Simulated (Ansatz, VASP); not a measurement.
## One calculation of SiNi, two programs

```
Si Ni
1.0
     5.08783    0.00000    0.00000
     0.00000    3.30740    0.00000
     0.00000    0.00000    5.52783
Si Ni
4 4
Direct
  0.32143 0.75000 0.08656
  0.17857 0.25000 0.58656
  0.82143 0.75000 0.41344
  0.67857 0.25000 0.91344
  0.00930 0.25000 0.18739
  0.49070 0.75000 0.68739
  0.50930 0.25000 0.31261
  0.99070 0.75000 0.81261
```

Change from the starting cell: strain -0.0150 x Voigt [0, 1, 0, 0, 0, 0], atoms carried along.

Alike in both runs: task single point; functional PBEsol; k mesh 8 × 12 × 8; occupations gaussian, width 0.15 eV; no spin polarisation.

```csv
,VASP,Ansatz
version,VASP 6.6.1,Ansatz 0.2.0
potentials or method,"VASP PAW PBE potentials, release 64 (Si, Ni), cutoff 520 eV","scalar-relativistic, plane waves, PAW"
valence electrons in the cell,56,88
```

```csv
,VASP,Ansatz,Ansatz less VASP
gap on the k mesh at the Fermi level (eV),none,none,-
pressure (GPa),2.9,3.1,+0.22
"traceless stress, the component that is largest in VASP (GPa)",1.44,1.54,+0.104
rms of the force components (eV/Å),0.051,0.052,+0.0005
```

VASP's potentials were made for PBE, not for PBEsol. Atom by atom the forces differ by 0.005 eV/Å (rms over components). A gap of «none» marks a metal or a gap that the smearing closes. VASP's potentials hold 56 valence electrons a cell and Ansatz's 88, so a difference there can come from the potentials and not from the codes.
